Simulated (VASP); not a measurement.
# TiSi6 in VASP: further runs

The runs below take TiSi6 through single point, with PBEsol.

Everything below comes from runs of VASP 6.6.1. Logs are shortened: lines on timing, memory, paths and dates and some standing lists are left out, and cuts for length are marked.

### 1 The cell of the first run

The cell holds a slab with vacuum, 7 atoms: a = 3.842 Å, b = 3.842 Å, c = 26.058 Å, α = 90.00°, β = 90.00°, γ = 120.00°.

### 2 Single point, PBEsol, collinear spin

File INCAR:

```
PREC = Accurate
ENCUT = 520
EDIFF = 1E-7
ISMEAR = 0
SIGMA = 0.05
LREAL = F
LASPH = T
NELM = 150
ALGO = Normal
ISIF = 2
LWAVE = F
LCHARG = F
ISPIN = 2
MAGMOM = 0 0 0 0 0 0 2
LORBIT = 11
LMAXMIX = 4
LDIPOL = T
IDIPOL = 3
DIPOL = 0.5 0.5 0.495
GGA = PS
NBANDS = 31
```

File KPOINTS:

```
Automatic mesh
0
Gamma
  9 9 1
```

File POSCAR:

```
TiSi6
1.0
    3.8417168278      0.0000000000      0.0000000000
   -1.9208584139      3.3270243670      0.0000000000
    0.0000000000      0.0000000000     26.0576844733
Si Ti
6 1
Direct
    0.3333333333      0.6666666667      0.3261993601
    0.0000000000      0.0000000000      0.3562936366
    0.0000000000      0.0000000000      0.4465764664
    0.6666666667      0.3333333333      0.4759712122
    0.6666666667      0.3333333333      0.5674661426
    0.3333333333      0.6666666667      0.5976214091
    0.3333333333      0.6666666667      0.6949778756
```

Potentials or basis: VASP PAW PBE potentials, release 64 (Si, Ti_sv).

Started as:

```bash
$ cat potpaw_PBE.64/Si/POTCAR potpaw_PBE.64/Ti_sv/POTCAR > POTCAR
$ mpirun -np 1 vasp_std > vasp.out
```

OUTCAR:

```text
PREC = Accurate
   ENCUT = 520
   EDIFF = 1E-7
   ISMEAR = 0
   LREAL = F
   LASPH = T
   NELM = 150
   ISIF = 2
   ISPIN = 2
   LORBIT = 11
   GGA = PS

 ion  position               nearest neighbor table
   1  0.333  0.667  0.326-   2 2.35   2 2.35   2 2.35
   2  0.000  0.000  0.356-   1 2.35   1 2.35   1 2.35   3 2.35
   3  0.000  0.000  0.447-   4 2.35   4 2.35   4 2.35   2 2.35
   4  0.667  0.333  0.476-   3 2.35   3 2.35   3 2.35   5 2.38
   5  0.667  0.333  0.567-   6 2.35   6 2.35   6 2.35   4 2.38
   6  0.333  0.667  0.598-   5 2.35   5 2.35   5 2.35   7 2.54
   7  0.333  0.667  0.695-   6 2.54

  LATTYP: Found a hexagonal cell.
 ALAT       =     3.8417168278
 C/A-ratio  =     6.7828227955

  Lattice vectors:

 A1 = (   3.8417168278,   0.0000000000,   0.0000000000)
 A2 = (  -1.9208584139,   3.3270243670,   0.0000000000)
 A3 = (   0.0000000000,   0.0000000000,  26.0576844733)

Analysis of symmetry for initial positions (statically):
=====================================================================
 Subroutine PRICEL returns:
 Original cell was already a primitive cell.

 Routine SETGRP: Setting up the symmetry group for a
 hexagonal supercell.

 Subroutine GETGRP returns: Found  6 space group operations
 (whereof  6 operations were pure point group operations)
 out of a pool of 24 trial point group operations.

The static configuration has the point symmetry C_3v.

Analysis of symmetry for dynamics (positions and initial velocities):
=====================================================================
 Subroutine PRICEL returns:
 Original cell was already a primitive cell.

 Routine SETGRP: Setting up the symmetry group for a
 hexagonal supercell.

 Subroutine GETGRP returns: Found  6 space group operations
 (whereof  6 operations were pure point group operations)
 out of a pool of 24 trial point group operations.

The dynamic configuration has the point symmetry C_3v.

Analysis of structural, dynamic, and magnetic symmetry:
=====================================================================
 Subroutine PRICEL returns:
 Original cell was already a primitive cell.

 Routine SETGRP: Setting up the symmetry group for a
 hexagonal supercell.

 Subroutine GETGRP returns: Found  6 space group operations
 (whereof  6 operations were pure point group operations)
 out of a pool of 24 trial point group operations.

The overall configuration has the point symmetry C_3v.

 Subroutine INISYM returns: Found  6 space group operations
 (whereof  6 operations are pure point group operations),
 and found     1 'primitive' translations

----------------------------------------------------------------------------------------

                                     Primitive cell

  volume of cell :     333.0559

  direct lattice vectors                    reciprocal lattice vectors
     3.841716828  0.000000000  0.000000000     0.260300289  0.150284442  0.000000000
    -1.920858414  3.327024367  0.000000000     0.000000000  0.300568884  0.000000000
     0.000000000  0.000000000 26.057684473     0.000000000  0.000000000  0.038376395

  length of vectors
     3.841716828  3.841716828 26.057684473     0.300568884  0.300568884  0.038376395

  position of ions in fractional coordinates (direct lattice)
     0.333333333  0.666666667  0.326199360
     0.000000000  0.000000000  0.356293637
     0.000000000  0.000000000  0.446576466
     0.666666667  0.333333333  0.475971212
     0.666666667  0.333333333  0.567466143
     0.333333333  0.666666667  0.597621409
     0.333333333  0.666666667  0.694977876

  ion indices of the primitive-cell ions
   primitive index   ion index
                 1           1
                 2           2
                 3           3
                 4           4
                 5           5
                 6           6
                 7           7

----------------------------------------------------------------------------------------

 KPOINTS: Automatic mesh

Automatic generation of k-mesh.
 Grid dimensions read from file:
 generate k-points for:    9    9    1

 Generating k-lattice:

  Cartesian coordinates                     Fractional coordinates (reciprocal lattice)
     0.028922254  0.016698271  0.000000000     0.111111111 -0.000000000  0.000000000
     0.000000000  0.033396543  0.000000000     0.000000000  0.111111111  0.000000000
     0.000000000  0.000000000  0.038376395     0.000000000  0.000000000  1.000000000

  Length of vectors
     0.033396543  0.033396543  0.038376395

  Shift w.r.t. Gamma in fractional coordinates (k-lattice)
     0.000000000  0.000000000  0.000000000

 Subroutine IBZKPT returns following result:
 ===========================================

 Found     12 irreducible k-points:

 Following reciprocal coordinates:
            Coordinates               Weight
  0.000000  0.000000  0.000000      1.000000
  0.111111  0.000000  0.000000      6.000000
  0.222222  0.000000  0.000000      6.000000
  0.333333 -0.000000  0.000000      6.000000
  0.444444  0.000000  0.000000      6.000000
  0.111111  0.111111  0.000000      6.000000
  0.222222  0.111111  0.000000     12.000000
  0.333333  0.111111  0.000000     12.000000
  0.444444  0.111111  0.000000      6.000000
  0.222222  0.222222  0.000000      6.000000
  0.333333  0.222222  0.000000     12.000000
  0.333333  0.333333  0.000000      2.000000
   k-points           NKPTS =     12   k-points in BZ     NKDIM =     12   number of bands    NBANDS=     31
   number of dos      NEDOS =    301   number of ions     NIONS =      7
   total plane-waves  NPLWV = 176400
   dimension x,y,z NGX =    30 NGY =   30 NGZ =  196
   dimension x,y,z NGXF=    60 NGYF=   60 NGZF=  392
   ions per type =               6   1
   NGX,Y,Z   is equivalent  to a cutoff of  12.98, 12.98, 12.50 a.u.
   NGXF,Y,Z  is equivalent  to a cutoff of  25.96, 25.96, 25.01 a.u.
 SYSTEM =  unknown system
   PREC   = accura    normal or accurate (medium, high low for compatibility)
   ISTART =      0    job   : 0-new  1-cont  2-samecut
   ICHARG =      2    charge: 1-file 2-atom 10-const
   ISPIN  =      2    spin polarized calculation?
   LNONCOLLINEAR =      F non collinear calculations
   LSORBIT =      F    spin-orbit coupling
   LASPH  =      T    aspherical Exc in radial PAW
   ENCUT  =  520.0 eV  38.22 Ry    6.18 a.u.   7.14  7.14 48.45*2*pi/ulx,y,z
   NELM   =    150;   NELMIN=  2; NELMDL= -5     # of ELM steps
   EDIFF  = 0.1E-06   stopping-criterion for ELM
   LREAL  =      F    real-space projection
   EDIFFG = 0.1E-05   stopping-criterion for IOM
   NSW    =      0    number of steps for IOM
   IBRION =     -1    ionic relax: 0-MD 1-quasi-New 2-CG
   NFREE  =      0    steps in history (QN), initial steepest desc. (CG)
   ISIF   =      2    stress and relaxation
   ISYM   =      2    0-nonsym 1-usesym 2-fastsym
   POTIM  = 0.5000    time-step for ionic-motion
   TEBEG  =    0.0;   TEEND  =   0.0 temperature during run
   PSTRESS=    0.0 pullay stress
   NELECT =      36.0000    total number of electrons
   NUPDOWN=      -1.0000    fix difference up-down
   EMIN   =  10.00;   EMAX   =-10.00  energy-range for DOS
   EFERMI =   0.00;   METHOD = LEGACY
   ISMEAR =     0;   SIGMA  =   0.05  broadening in eV -4-tet -1-fermi 0-gaus
   EFERMI_NEDOS =   21; number of points for ismear=-14 and -15
   IALGO  =     38    algorithm
   IMIX   =      4    mixing-type and parameters
     AMIX     =   0.40;   BMIX     =  1.00
     AMIX_MAG =   1.60;   BMIX_MAG =  1.00
  volume/ion in A,a.u.               =      47.58       321.08
  Fermi-wavevector in a.u.,A,eV,Ry     =   0.779836  1.473676  8.274304  0.608144
  Thomas-Fermi vector in A             =   1.883023
   LORBIT       =     11    0 simple, 1 ext, 2 COOP (PROOUT), +10 PAW based schemes
   GGA     = PS    functional components
   LHFCALC =     F    Hartree Fock is set to
   AEXX    =    0.0000 exact exchange contribution
   IVDW    =     0    specifies the selected vdW correction
   LEPSILON=     F    determine dielectric tensor
   LRPA    =     F    only Hartree local field effects (RPA)
 spin polarized calculation
 Gauss-broadening in eV      SIGMA  =   0.05
  energy-cutoff  :      520.00
  volume of cell :      333.06
 maximum number of plane-waves:      9045
 NGX is ok and might be reduce to    30
   NGX = 15   NGY = 15   NGZ = 97

 dipolmoment           0.000000      0.000000      0.095961 electrons x Angstroem

 number of electron      36.0000000 magnetization       1.9992202

 dipolmoment           0.000000      0.000000     -0.076404 electrons x Angstroem

 Free energy of the ion-electron system (eV)
  ---------------------------------------------------
  ext. energy  EPLUGINS =         0.00000000
  ---------------------------------------------------
  free energy    TOTEN  =       -38.26846900 eV

  energy without entropy =      -38.26456551  energy(sigma->0) =      -38.26651725

 E-fermi :   0.1081     XC(G=0):  -4.9069

 val. band max:        0.0823272329   @ k =   0.0000   0.0000   0.0000
 cond. band min:       0.1128515069   @ k =   0.1111   0.0000   0.0000
 fundamental gap:      0.0305242741
 Fermi energy:         0.1080931157

 spin component 1

 k-point     1 :       0.0000    0.0000    0.0000
  band No.  band energies     occupation
      1     -57.6154      1.00000
      2     -33.9831      1.00000
      3     -33.9831      1.00000
      4     -33.9720      1.00000
      5     -11.4849      1.00000
      6     -10.6631      1.00000
[... 22 lines left out ...]
     29       3.6254      0.00000
     30       3.6254      0.00000

 k-point     2 :       0.1111    0.0000    0.0000
  band No.  band energies     occupation
      1     -57.6152      1.00000
      2     -33.9861      1.00000
      3     -33.9839      1.00000
      4     -33.9716      1.00000
      5     -11.3414      1.00000
      6     -10.5201      1.00000
[... 322 lines left out ...]
 k-point    12 :       0.3333    0.3333    0.0000
  band No.  band energies     occupation
      1     -57.6134      1.00000
      2     -34.0010      1.00000
      3     -34.0009      1.00000
      4     -33.9687      1.00000
      5      -8.4714      1.00000
      6      -8.4464      1.00000
[... 22 lines left out ...]
     29       5.1721      0.00000
     30       5.2584      0.00000
 Fermi energy:         0.1080931157

 spin component 2

 k-point     1 :       0.0000    0.0000    0.0000
  band No.  band energies     occupation
      1     -55.9814      1.00000
      2     -32.4358      1.00000
      3     -32.2836      1.00000
      4     -32.2836      1.00000
      5     -11.5515      1.00000
      6     -10.7467      1.00000
[... 22 lines left out ...]
     29       3.5884      0.00000
     30       3.5884      0.00000

 k-point     2 :       0.1111    0.0000    0.0000
  band No.  band energies     occupation
      1     -55.9812      1.00000
      2     -32.4355      1.00000
      3     -32.2865      1.00000
      4     -32.2844      1.00000
      5     -11.4080      1.00000
      6     -10.6038      1.00000
[... 322 lines left out ...]
 k-point    12 :       0.3333    0.3333    0.0000
  band No.  band energies     occupation
      1     -55.9794      1.00000
      2     -32.4325      1.00000
      3     -32.3012      1.00000
      4     -32.3011      1.00000
      5      -8.5730      1.00000
      6      -8.4525      1.00000
[... 22 lines left out ...]
     29       5.3588      0.00000
     30       5.5499      0.00000
 [bands above 30 left out]

------------------------ aborting loop because EDIFF is reached ----------------------------------------

 vacuum level on the upper side and lower side of the slab       (xc-potential included)        -0.610         0.489

  FORCE on cell =-STRESS in cart. coord.  units (eV):
  Direction    XX          YY          ZZ          XY          YZ          ZX
  --------------------------------------------------------------------------------------
  -------------------------------------------------------------------------------------
  Total       -3.6714814     -3.6714814      0.0568638      0.0000000      0.0000000     -0.0000000
  in kB      -17.6617921    -17.6617921      0.2735452      0.0000000      0.0000000     -0.0000000
  external PRESSURE =     -11.6833463 kB  Pullay stress =       0.0000000 kB

 VOLUME and BASIS-vectors are now :
 -----------------------------------------------------------------------------
  energy-cutoff  :      520.00
  volume of cell :      333.06
      direct lattice vectors                 reciprocal lattice vectors
     3.841716828  0.000000000  0.000000000     0.260300289  0.150284442  0.000000000
    -1.920858414  3.327024367  0.000000000     0.000000000  0.300568884  0.000000000
     0.000000000  0.000000000 26.057684473     0.000000000  0.000000000  0.038376395

 POSITION                                       TOTAL-FORCE (eV/Angst)
 -----------------------------------------------------------------------------------
     -0.00000      2.21802      8.50000        -0.000000     -0.000000      0.536060
      0.00000      0.00000      9.28419        -0.000000     -0.000000     -0.738111
      0.00000      0.00000     11.63675        -0.000000     -0.000000      0.203272
      1.92086      1.10901     12.40271        -0.000000     -0.000000     -0.002220
      1.92086      1.10901     14.78685        -0.000000     -0.000000     -0.001285
     -0.00000      2.21802     15.57263        -0.000000      0.000000     -0.003594
     -0.00000      2.21802     18.10951         0.000000     -0.000000      0.005877
 -----------------------------------------------------------------------------------
    total drift:                                0.000000     -0.000000      0.000232

  FREE ENERGIE OF THE ION-ELECTRON SYSTEM (eV)
  ---------------------------------------------------
  free  energy   TOTEN  =       -38.2684689950 eV

  energy  without entropy=      -38.2645655093  energy(sigma->0) =      -38.26651725

 vacuum level on the upper side and lower side of the slab         3.682         4.834

 total charge

# of ion       s       p       d       tot
------------------------------------------
    1        0.796   0.850   0.000   1.645
    2        0.758   0.918   0.000   1.676
    3        0.763   0.921   0.000   1.683
    4        0.762   0.926   0.000   1.688
    5        0.767   0.900   0.000   1.667
    6        0.770   0.923   0.000   1.694
    7        2.178   5.994   1.891  10.063
--------------------------------------------------
tot          6.795  11.431   1.891  20.117

 magnetization (x)

# of ion       s       p       d       tot
------------------------------------------
    1       -0.030  -0.155   0.000  -0.185
    2       -0.001  -0.011   0.000  -0.012
    3       -0.007  -0.028   0.000  -0.035
    4        0.000  -0.004   0.000  -0.004
    5        0.008  -0.002   0.000   0.006
    6       -0.006  -0.014   0.000  -0.020
    7        0.031   0.038   1.646   1.715
--------------------------------------------------
tot         -0.004  -0.176   1.646   1.465
```

Run time: 16 min. Hardware: 1 thread of Oxide Virtual Turin-like, shared host; peak memory 0.62 GiB.

What came out:

```
Free energy                                           : -38.2685 eV
Largest force                                         : 0.738 eV/Å
Band gap on the k mesh                                : zero (filled and empty bands overlap)
Net moment                                            : 2.00 μB per cell
Site moments                                          : Si -0.18, -0.01, -0.04, -0.00, +0.01, -0.02; Ti +1.72 μB
Valence electrons inside the program's atomic spheres : Si 1.65, 1.68, 1.69, 1.67 (each value once); Ti 10.06
```

Forces on the atoms (eV/Å):
```
Si   0.000  0.000  0.536
Si   0.000  0.000 -0.738
Si   0.000  0.000  0.203
Si   0.000  0.000 -0.002
Si   0.000  0.000 -0.001
Si   0.000  0.000 -0.004
Ti   0.000  0.000  0.006
```

Levels at points of the mesh, in eV from the Fermi level:
Spin up:
```tsv
k point	band 16	band 17	band 18	band 19	band 20	band 21	band 22	band 23
(0.00, 0.00, 0.00)	-0.10	-0.10	-0.03	-0.03	0.01	0.56	0.56	0.86
```
Spin down:
```
           k point  band 15  band 16  band 17  band 18  band 19  band 20
(0.00, 0.00, 0.00)    -0.53    -0.14    -0.14     0.47     1.13     1.71
```

Caveat: the PAW data sets were made with another functional, which shifts forces and pressure a little.

### 3 Single point, PBEsol, collinear spin

File INCAR:

```
ALGO = Normal
DIPOL = 0.5 0.5 0.485
EDIFF = 1E-6
ENCUT = 520
GGA = PS
IDIPOL = 3
ISIF = 2
ISMEAR = 0
ISPIN = 2
LASPH = T
LCHARG = F
LDIPOL = T
LMAXMIX = 4
LORBIT = 11
LREAL = F
LWAVE = F
MAGMOM = 0 0 0 0 0 0 2
NBANDS = 31
NELM = 150
PREC = Accurate
SIGMA = 0.05
```

File KPOINTS:

```
k-points
0
Gamma
  9 9 1
```

File POSCAR:

```
TiSi6
1.0
    3.8417168278      0.0000000000      0.0000000000
   -1.9208584139      3.3270243670      0.0000000000
    0.0000000000      0.0000000000     26.0576844733
Si Ti
6 1
Direct
    0.3333333333      0.6666666667      0.3261993601
    0.0000000000      0.0000000000      0.3562936366
    0.0000000000      0.0000000000      0.4465764664
    0.6666666667      0.3333333333      0.4759992617
    0.6666666667      0.3333333333      0.5662805464
    0.3333333333      0.6666666667      0.5938991300
    0.0000000000      0.0000000000      0.6289802086
```

Potentials or basis: VASP PAW PBE potentials, release 64 (Si, Ti_sv).

Started as:

```bash
$ cat potpaw_PBE.64/Si/POTCAR potpaw_PBE.64/Ti_sv/POTCAR > POTCAR
$ mpirun -np 1 vasp_std > vasp.out
```

It took 13 min on 1 thread of Oxide Virtual Turin-like, shared host; peak memory 0.61 GiB.

The run converged. Its results:

- Free energy: -40.1316 eV
- Largest force: 0.558 eV/Å
- Net moment: 0.93 μB per cell
- Site moments: Si +0.19, +0.01, +0.05, +0.00 (each value once); Ti +0.07 μB
- Valence electrons inside the program's atomic spheres: Si 1.65, 1.67, 1.68, 1.69, 1.78 (each value once); Ti 10.38

Forces on the atoms (eV/Å):
```
Si   0.000  0.000  0.479
Si   0.000  0.000 -0.558
Si   0.000  0.000  0.067
Si   0.000  0.000  0.005
Si   0.000  0.000  0.012
Si   0.000  0.000 -0.011
Ti   0.000  0.000  0.006
```

Levels at points of the mesh, in eV from the Fermi level:
Spin up:
| k point | band 14 | band 15 | band 16 | band 17 | band 18 | band 19 | band 20 | band 21 | band 22 | band 23 |
| --- | --- | --- | --- | --- | --- | --- | --- | --- | --- | --- |
| (0.00, 0.00, 0.00) | -1.29 | -0.80 | -0.80 | -0.41 | -0.41 | -0.28 | 0.00 | 0.89 | 1.45 | 1.45 |
Spin down:
```tsv
k point	band 14	band 15	band 16	band 17	band 18	band 19	band 20	band 21	band 22	band 23
(0.00, 0.00, 0.00)	-1.23	-0.74	-0.74	-0.29	-0.29	-0.13	0.47	0.94	1.50	1.50
```

Caveat: a moment this small can come from the mesh or the smearing; the PAW data sets were made with another functional, which shifts forces and pressure a little.

The gap in the log of VASP goes by the Fermi energy; the results here count the filled bands.